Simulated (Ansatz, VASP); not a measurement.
In3As, level by level in two programs

```
In As
1.0
     4.76331    0.00000    0.00000
     0.00000    4.76331    0.00000
     0.00000    0.00000    4.76331
In As
3 1
Direct
  0.50000 0.50000 0.00000
  0.50000 0.00000 0.50000
  0.00000 0.50000 0.50000
  0.00000 0.00000 0.00000
```

Single points on this cell with VASP 6.6.1 and Ansatz 0.2.0. Each row is one pair of runs. Alike in all rows: spin: off; k mesh: 6 × 6 × 6; smearing: fermi-dirac, width 0.05 eV.

| level | VASP's potentials, cutoff | Ansatz's potentials, cutoff | gap on the k mesh at the Fermi level (eV), VASP | gap on the k mesh at the Fermi level (eV), Ansatz | pressure (GPa), VASP | pressure (GPa), Ansatz |
| --- | --- | --- | --- | --- | --- | --- |
| LDA | VASP PAW LDA potentials, release 64 (In_d, As), 520 eV | Ansatz PAW, 420 eV | none | none | -5.6 | -5.6 |
| PBE | VASP PAW PBE potentials, release 64 (In_d, As), 520 eV | Ansatz PAW, 420 eV | none | none | -1.6 | -1.6 |
| r2SCAN | VASP PAW PBE potentials, release 64 (In_d, As), 520 eV | Ansatz PAW, 500 eV | none | none | -3.0 | -2.9 |

Pressure (GPa): the two programs differ by at most 0.05.

VASP's potentials hold 44 valence electrons a cell and Ansatz's 54, so a difference there can come from the potentials and not from the codes.

A gap of «none» marks a metal or a gap that the smearing closes.
